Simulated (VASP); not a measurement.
Set up this calculation in VASP 6.6.1, as the native input.

| Quantity | Value |
| --- | --- |
| Task | relaxation of cell and atoms |
| Functional | PBE |
| Potentials or basis | VASP PAW PBE potentials, release 64 (Ga_d, N) |
| Cutoff | 600 eV |
| k mesh | 6 × 6 × 4 |
| Occupations | gaussian, width 0.1 eV |
| Spin | no spin polarisation |
| Dipole correction | no |
| Further INCAR settings | ALGO = Normal; EDIFF = 1e-06; IBRION = 2; EDIFFG = -0.04; NSW = 90; ISIF = 3 |

The structure of Ga5N lies in POSCAR:

```
Ga5N
1.0
    5.0265709700      0.0000000000      0.0000000000
   -2.5132854800      4.3531381500      0.0000000000
    0.0000000000      0.0000000000      4.6974708700
Ga N
5 1
Direct
    0.6647854400      0.6647854400      0.0000000000
    0.3333333300      0.6666666700      0.5000000000
    0.0000000000      0.3352145600      0.0000000000
    0.3352145600      0.0000000000      0.0000000000
    0.6666666700      0.3333333300      0.5000000000
    0.0000000000      0.0000000000      0.5000000000
```

The cell was generated, and may not be a known phase.

The input as run:

INCAR

```
SYSTEM = Ga5N
  PREC = Accurate
  ENCUT = 600
  EDIFF = 1E-6
  ISMEAR = 0
  SIGMA = 0.1
  LREAL = .False.
  LASPH = .True.
  NELM = 60
  ALGO = Normal
  ISIF = 3
  LWAVE = .False.
  LCHARG = .False.
  GGA = PE
  IBRION = 2
  NSW = 90
  EDIFFG = -0.04
```

KPOINTS

```
regular mesh
0
Gamma
  6 6 4
  0 0 0
```

Potentials or basis: VASP PAW PBE potentials, release 64 (Ga_d, N).

The run is started by

```bash
$ cat potpaw_PBE.64/Ga_d/POTCAR potpaw_PBE.64/N/POTCAR > POTCAR
$ mpirun -np 1 vasp_std > vasp.out
```

Results of the run:

```json
{"Relaxed volume": "16.50 Å³/atom", "Relaxed cell": "a = 5.001 Å, b = 5.001 Å, c = 4.570 Å, α = 90.00°, β = 90.00°, γ = 120.00°", "Space group after relaxing (to 0.1 Å)": "P-62m (No. 189)", "Energy gained by relaxing": "40.8 meV/atom", "Ionic steps": "11", "Pressure after relaxing": "0.2 GPa", "Largest force after relaxing": "0.015 eV/Å", "Band gap on the k mesh": "zero (bands 35 and 36 overlap by 1.44 eV)"}
```

It took 14 min on 1 thread of Intel(R) Xeon(R) Platinum 8259CL CPU @ 2.50GHz (Skylake/Cascade Lake) (shared host), peak memory 0.3 GiB.
